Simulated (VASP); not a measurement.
Runs of VASP 6.6.1 on Pb. The structure is that of space group Im-3m (No. 229), or close to it. The cells are those of the table. This isn't the form of Pb at room conditions, which is fcc.

| cell | gap on the mesh (eV) | pressure (GPa) |
| --- | --- | --- |
| a = 3.387 Å, angles 109.5°, 1 atom | none | -0.1 |
| a = 3.007 Å, angles 109.5°, 1 atom | none | 39.9 |
| a = 2.926 Å, angles 109.5°, 1 atom | none | (a) |
| a = 3.128 Å, angles 109.5°, 1 atom | none | 19.9 |

Alike in all rows: task single point; level PBEsol; potentials or basis VASP PAW PBE potentials, release 64 (Pb_d); no spin polarisation; k mesh 15 × 15 × 15; cutoff (eV) 520; smearing methfessel-paxton 0.05 eV.

Fill in the values left out.

(a) 59.9.

Caveats: the PAW data sets were made with another functional, which shifts forces and pressure a little; spin-orbit coupling is left out, which moves the levels of the heavy elements; the cell stands under pressure (at least some runs).

A k mesh can miss the band edges, and the runs leave out spin-orbit coupling on Pb.

A gap of «none» marks levels without a gap at the run's occupations.
